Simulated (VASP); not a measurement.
# Be2Br3 (Cm) in VASP: further runs

The runs below take Be2Br3 through single point, relaxation of cell and atoms, with PBE.

Everything below comes from runs of VASP 6.6.1. Logs are shortened: lines on timing, memory, paths and dates and some standing lists are left out, and cuts for length are marked.

**1. The cell of the first run**

Symmetry: Cm, No. 8, monoclinic system. The conventional cell has a = 6.718 Å, b = 3.885 Å, c = 9.032 Å, α = 90.00°, β = 90.25°, γ = 90.00°. Be (site symmetry m) has 6 Br at 2.66 to 2.91 Å within 3.5 Å. Be (site symmetry m) has 6 Br at 2.57 to 2.79 Å within 3.4 Å. Within 3.4 Å of Br (site symmetry m) lie 3 Be at 2.57 to 2.58 Å. Within 3.5 Å of Br (site symmetry m) lie 3 Be at 2.66 Å and 1 Br at 3.27 Å. Within 3.7 Å of Br (site symmetry m) lie 6 Be at 2.79 to 2.91 Å and 4 Br at 3.27 to 3.70 Å.

**2. Single point, PBE**

The input, INCAR:

```
PREC = Accurate
ENCUT = 520
EDIFF = 1E-6
ISMEAR = 0
SIGMA = 0.1
LREAL = F
LASPH = T
NELM = 60
ALGO = Normal
ISIF = 2
LWAVE = F
LCHARG = F
GGA = PE
NBANDS = 20
```

The input, KPOINTS:

```
regular mesh
0
Gamma
  6 6 2
```

The input, POSCAR:

```
Be2Br3
1.0
    3.3589549800     -1.9426018300      0.0000000000
    3.3589549800      1.9426018300      0.0000000000
   -0.0401886500      0.0000000000      9.0316804400
Be Br
2 3
Direct
    0.0003810000      0.0003810000      0.6672490200
    0.0003540000      0.0003540000      0.2796660100
    0.3326149900      0.3326149900      0.1386880000
    0.6668180200      0.6668180200      0.8256670200
    0.6688320000      0.6688320000      0.4637309900
```

Potentials or basis: VASP PAW PBE potentials, release 64 (Be, Br).

The run is started by

```sh
> cat potpaw_PBE.64/Be/POTCAR potpaw_PBE.64/Br/POTCAR > POTCAR
> mpirun -np 1 vasp_std > vasp.out
```

OUTCAR:

```text
PREC = Accurate
   ENCUT = 520
   EDIFF = 1E-6
   ISMEAR = 0
   LREAL = F
   LASPH = T
   NELM = 60
   ISIF = 2
   GGA = PE

 ion  position               nearest neighbor table
   1  0.000  0.000  0.667-
   2  0.000  0.000  0.280-   3 2.57   3 2.58   3 2.58
   3  0.333  0.333  0.139-   2 2.57   2 2.58   2 2.58
   4  0.667  0.667  0.826-
   5  0.669  0.669  0.464-

  LATTYP: Found a base centered monoclinic cell.
 ALAT       =     6.7179099600
 B/A-ratio  =     0.5783351791
 C/A-ratio  =     1.3444315134
 COS(beta)  =    -0.0044496982

  Lattice vectors:

 A1 = (   3.3589549800,  -1.9426018300,   0.0000000000)
 A2 = (   3.3589549800,   1.9426018300,   0.0000000000)
 A3 = (  -0.0401886500,   0.0000000000,   9.0316804400)

Analysis of symmetry for initial positions (statically):
=====================================================================
 Subroutine PRICEL returns:
 Original cell was already a primitive cell.

 Routine SETGRP: Setting up the symmetry group for a
 base centered monoclinic supercell.

 Subroutine GETGRP returns: Found  2 space group operations
 (whereof  2 operations were pure point group operations)
 out of a pool of  4 trial point group operations.

The static configuration has the point symmetry C_1h.

Analysis of symmetry for dynamics (positions and initial velocities):
=====================================================================
 Subroutine PRICEL returns:
 Original cell was already a primitive cell.

 Routine SETGRP: Setting up the symmetry group for a
 base centered monoclinic supercell.

 Subroutine GETGRP returns: Found  2 space group operations
 (whereof  2 operations were pure point group operations)
 out of a pool of  4 trial point group operations.

The dynamic configuration has the point symmetry C_1h.

 Subroutine INISYM returns: Found  2 space group operations
 (whereof  2 operations are pure point group operations),
 and found     1 'primitive' translations

----------------------------------------------------------------------------------------

                                     Primitive cell

  volume of cell :     117.8655

  direct lattice vectors                    reciprocal lattice vectors
     3.358954980 -1.942601830  0.000000000     0.148855821 -0.257386765  0.000662370
     3.358954980  1.942601830  0.000000000     0.148855821  0.257386765  0.000662370
    -0.040188650  0.000000000  9.031680440     0.000000000  0.000000000  0.110721366

  length of vectors
     3.880242316  3.880242316  9.031769854     0.297332206  0.297332206  0.110721366

  position of ions in fractional coordinates (direct lattice)
     0.000381000  0.000381000  0.667249020
     0.000354000  0.000354000  0.279666010
     0.332614990  0.332614990  0.138688000
     0.666818020  0.666818020  0.825667020
     0.668832000  0.668832000  0.463730990

  ion indices of the primitive-cell ions
   primitive index   ion index
                 1           1
                 2           2
                 3           3
                 4           4
                 5           5

----------------------------------------------------------------------------------------

 KPOINTS: regular mesh

Automatic generation of k-mesh.
 Grid dimensions read from file:
 generate k-points for:    6    6    2

 Generating k-lattice:

  Cartesian coordinates                     Fractional coordinates (reciprocal lattice)
     0.024809303 -0.042897794  0.000110395     0.166666667 -0.000000000  0.000000000
     0.024809303  0.042897794  0.000110395    -0.000000000  0.166666667  0.000000000
     0.000000000  0.000000000  0.055360683     0.000000000  0.000000000  0.500000000

  Length of vectors
     0.049555368  0.049555368  0.055360683

  Shift w.r.t. Gamma in fractional coordinates (k-lattice)
     0.000000000  0.000000000  0.000000000

 Subroutine IBZKPT returns following result:
 ===========================================

 Found     26 irreducible k-points:

 Following reciprocal coordinates:
            Coordinates               Weight
  0.000000  0.000000  0.000000      1.000000
  0.166667  0.000000 -0.000000      4.000000
  0.333333 -0.000000 -0.000000      4.000000
  0.500000 -0.000000 -0.000000      2.000000
  0.166667  0.166667 -0.000000      2.000000
  0.333333  0.166667 -0.000000      4.000000
[... 16 lines left out ...]
  0.333333  0.333333  0.500000      2.000000
  0.500000  0.333333  0.500000      4.000000
 [... further k-points ...]
   k-points           NKPTS =     26   k-points in BZ     NKDIM =     26   number of bands    NBANDS=     20
   number of dos      NEDOS =    301   number of ions     NIONS =      5
   total plane-waves  NPLWV =  63000
   dimension x,y,z NGX =    30 NGY =   30 NGZ =   70
   dimension x,y,z NGXF=    60 NGYF=   60 NGZF=  140
   ions per type =               2   3
   NGX,Y,Z   is equivalent  to a cutoff of  12.85, 12.85, 12.88 a.u.
   NGXF,Y,Z  is equivalent  to a cutoff of  25.71, 25.71, 25.77 a.u.
 SYSTEM =  unknown system
   PREC   = accura    normal or accurate (medium, high low for compatibility)
   ISTART =      0    job   : 0-new  1-cont  2-samecut
   ICHARG =      2    charge: 1-file 2-atom 10-const
   ISPIN  =      1    spin polarized calculation?
   LNONCOLLINEAR =      F non collinear calculations
   LSORBIT =      F    spin-orbit coupling
   LASPH  =      T    aspherical Exc in radial PAW
   ENCUT  =  520.0 eV  38.22 Ry    6.18 a.u.   7.21  7.21 16.79*2*pi/ulx,y,z
   NELM   =     60;   NELMIN=  2; NELMDL= -5     # of ELM steps
   EDIFF  = 0.1E-05   stopping-criterion for ELM
   LREAL  =      F    real-space projection
   EDIFFG = 0.1E-04   stopping-criterion for IOM
   NSW    =      0    number of steps for IOM
   IBRION =     -1    ionic relax: 0-MD 1-quasi-New 2-CG
   NFREE  =      0    steps in history (QN), initial steepest desc. (CG)
   ISIF   =      2    stress and relaxation
   ISYM   =      2    0-nonsym 1-usesym 2-fastsym
   POTIM  = 0.5000    time-step for ionic-motion
   TEBEG  =    0.0;   TEEND  =   0.0 temperature during run
   PSTRESS=    0.0 pullay stress
   NELECT =      25.0000    total number of electrons
   NUPDOWN=      -1.0000    fix difference up-down
   EMIN   =  10.00;   EMAX   =-10.00  energy-range for DOS
   EFERMI =   0.00;   METHOD = LEGACY
   ISMEAR =     0;   SIGMA  =   0.10  broadening in eV -4-tet -1-fermi 0-gaus
   EFERMI_NEDOS =   21; number of points for ismear=-14 and -15
   IALGO  =     38    algorithm
   IMIX   =      4    mixing-type and parameters
     AMIX     =   0.40;   BMIX     =  1.00
     AMIX_MAG =   1.60;   BMIX_MAG =  1.00
  volume/ion in A,a.u.               =      23.57       159.08
  Fermi-wavevector in a.u.,A,eV,Ry     =   0.976321  1.844979 12.969111  0.953203
  Thomas-Fermi vector in A             =   2.106931
   LORBIT       =      0    0 simple, 1 ext, 2 COOP (PROOUT), +10 PAW based schemes
   GGA     = PE    functional components
   LHFCALC =     F    Hartree Fock is set to
   AEXX    =    0.0000 exact exchange contribution
   IVDW    =     0    specifies the selected vdW correction
   LEPSILON=     F    determine dielectric tensor
   LRPA    =     F    only Hartree local field effects (RPA)
 non-spin polarized calculation
 Gauss-broadening in eV      SIGMA  =   0.10
  energy-cutoff  :      520.00
  volume of cell :      117.87
 maximum number of plane-waves:      3194
 NGX is ok and might be reduce to    30
   NGX = 15   NGY = 15   NGZ = 33

 number of electron      24.9999996 magnetization

 Free energy of the ion-electron system (eV)
  ---------------------------------------------------
  ext. energy  EPLUGINS =         0.00000000
  ---------------------------------------------------
  free energy    TOTEN  =       -12.36494120 eV

  energy without entropy =      -12.33952565  energy(sigma->0) =      -12.35223342

 E-fermi :   3.7494     XC(G=0):  -8.5977

 val. band max:        3.7418765654   @ k =  -0.3333   0.1667   0.0000
 cond. band min:       3.7955449380   @ k =   0.3333   0.3333   0.0000
 fundamental gap:      0.0536683727
 Fermi energy:         3.7493599311

 k-point     1 :       0.0000    0.0000    0.0000
  band No.  band energies     occupation
      1     -13.5978      2.00000
      2     -13.0581      2.00000
      3     -12.7554      2.00000
      4      -3.1048      2.00000
      5      -2.2010      2.00000
      6      -0.3201      2.00000
[... 12 lines left out ...]
     19       6.7108      0.00000
     20       7.3918      0.00000

 k-point     2 :       0.1667    0.0000   -0.0000
  band No.  band energies     occupation
      1     -13.4828      2.00000
      2     -12.9908      2.00000
      3     -12.6728      2.00000
      4      -3.0201      2.00000
      5      -2.1800      2.00000
      6      -1.2664      2.00000
[... 12 lines left out ...]
     19       7.0522      0.00000
     20       7.6344      0.00000

 k-point     3 :       0.3333   -0.0000   -0.0000
  band No.  band energies     occupation
      1     -13.2177      2.00000
      2     -12.8683      2.00000
      3     -12.4979      2.00000
      4      -3.1773      2.00000
      5      -2.7820      2.00000
      6      -2.0895      2.00000
[... 12 lines left out ...]
     19       7.6175      0.00000
     20       7.8164      0.00000

 k-point     4 :       0.5000   -0.0000   -0.0000
  band No.  band energies     occupation
      1     -13.0492      2.00000
      2     -12.8301      2.00000
      3     -12.4048      2.00000
      4      -3.5711      2.00000
      5      -3.0594      2.00000
      6      -2.5409      2.00000
[... 12 lines left out ...]
     19       7.8100      0.00000
     20       8.1562      0.00000

 k-point     5 :       0.1667    0.1667   -0.0000
  band No.  band energies     occupation
      1     -13.4824      2.00000
      2     -12.9901      2.00000
      3     -12.6724      2.00000
      4      -3.0181      2.00000
      5      -2.1805      2.00000
      6      -1.2698      2.00000
[... 12 lines left out ...]
     19       7.0428      0.00000
     20       7.6316      0.00000

 k-point     6 :       0.3333    0.1667   -0.0000
  band No.  band energies     occupation
      1     -13.2902      2.00000
      2     -12.8946      2.00000
      3     -12.5424      2.00000
      4      -2.9835      2.00000
      5      -2.5680      2.00000
      6      -1.8818      2.00000
[... 12 lines left out ...]
     19       7.5177      0.00000
     20       7.9896      0.00000

 k-point     7 :       0.5000    0.1667    0.0000
  band No.  band energies     occupation
      1     -13.0538      2.00000
      2     -12.8262      2.00000
      3     -12.4049      2.00000
      4      -3.3430      2.00000
      5      -2.9103      2.00000
      6      -2.3015      2.00000
[... 12 lines left out ...]
     19       7.7656      0.00000
     20       8.1324      0.00000
[... 277 lines left out ...]
 k-point    20 :       0.5000    0.1667    0.5000
  band No.  band energies     occupation
      1     -13.0274      2.00000
      2     -12.8665      2.00000
      3     -12.3910      2.00000
      4      -3.2867      2.00000
      5      -2.9100      2.00000
      6      -2.2187      2.00000
[... 12 lines left out ...]
     19       7.8144      0.00000
     20       8.1196      0.00000

 k-point    21 :      -0.3333    0.1667    0.5000
  band No.  band energies     occupation
      1     -13.0280      2.00000
      2     -12.8668      2.00000
      3     -12.3918      2.00000
      4      -3.2828      2.00000
      5      -2.9064      2.00000
      6      -2.2217      2.00000
[... 12 lines left out ...]
     19       7.8153      0.00000
     20       8.1311      0.00000

 k-point    22 :      -0.1667    0.1667    0.5000
  band No.  band energies     occupation
      1     -13.2377      2.00000
      2     -13.0046      2.00000
      3     -12.4855      2.00000
      4      -3.0110      2.00000
      5      -2.5332      2.00000
      6      -2.0940      2.00000
[... 12 lines left out ...]
     19       7.5716      0.00000
     20       7.7606      0.00000

 k-point    23 :       0.3333    0.3333    0.5000
  band No.  band energies     occupation
      1     -13.1693      2.00000
      2     -12.9566      2.00000
      3     -12.4516      2.00000
      4      -3.0804      2.00000
      5      -2.8385      2.00000
      6      -2.3350      2.00000
[... 12 lines left out ...]
     19       7.7615      0.00000
     20       7.8029      0.00000

 k-point    24 :       0.5000    0.3333    0.5000
  band No.  band energies     occupation
      1     -13.0263      2.00000
      2     -12.8660      2.00000
      3     -12.3893      2.00000
      4      -3.2935      2.00000
      5      -2.9030      2.00000
      6      -2.2298      2.00000
[... 12 lines left out ...]
     19       7.8092      0.00000
     20       8.1192      0.00000

 [... further k-points ...]
[... 5 lines left out ...]
  --------------------------------------------------------------------------------------
  -------------------------------------------------------------------------------------
  Total       -5.6185842     -5.5884662      0.5755704      0.0000000      0.0000000     -0.0228623
  in kB      -76.3749497    -75.9655484      7.8238863      0.0000000      0.0000000     -0.3107737
  external PRESSURE =     -48.1722039 kB  Pullay stress =       0.0000000 kB

 VOLUME and BASIS-vectors are now :
 -----------------------------------------------------------------------------
  energy-cutoff  :      520.00
  volume of cell :      117.87
      direct lattice vectors                 reciprocal lattice vectors
     3.358954980 -1.942601830  0.000000000     0.148855821 -0.257386765  0.000662370
     3.358954980  1.942601830  0.000000000     0.148855821  0.257386765  0.000662370
    -0.040188650  0.000000000  9.031680440     0.000000000  0.000000000  0.110721366

 POSITION                                       TOTAL-FORCE (eV/Angst)
 -----------------------------------------------------------------------------------
     -0.02426      0.00000      6.02638        -0.013548      0.000000      0.949599
     -0.00886      0.00000      2.52585        -0.008014      0.000000     -0.414967
      2.22890      0.00000      1.25259        -0.003127      0.000000      0.846967
      4.44644      0.00000      7.45716        -0.014808      0.000000     -0.660068
      4.47452      0.00000      4.18827         0.039497      0.000000     -0.721531
 -----------------------------------------------------------------------------------
    total drift:                                0.000108      0.000000      0.000131

  FREE ENERGIE OF THE ION-ELECTRON SYSTEM (eV)
  ---------------------------------------------------
  free  energy   TOTEN  =       -12.3649411978 eV

  energy  without entropy=      -12.3395256468  energy(sigma->0) =      -12.35223342
```

Run time: 29 s. Hardware: 1 thread of AMD EPYC 9R45 (Zen 5), shared host; peak memory 0.22 GiB.

What came out:

```
Free energy   : -12.3649 eV
Pressure      : -4.8 GPa
Largest force : 0.950 eV/Å
```

Forces in eV/Å, atoms in the order of the input:
```
Be  -0.014  0.000  0.950
Be  -0.008  0.000 -0.415
Br  -0.003  0.000  0.847
Br  -0.015  0.000 -0.660
Br   0.039  0.000 -0.722
```

Stress tensor (GPa, compression positive):
```
-7.64  0.00 -0.03
 0.00 -7.60  0.00
-0.03  0.00  0.78
```

Caveat: an odd number of electrons without spin polarisation forces a metal; a magnetic or distorted state may lie lower.

(Part 1 of 2 ends here.)
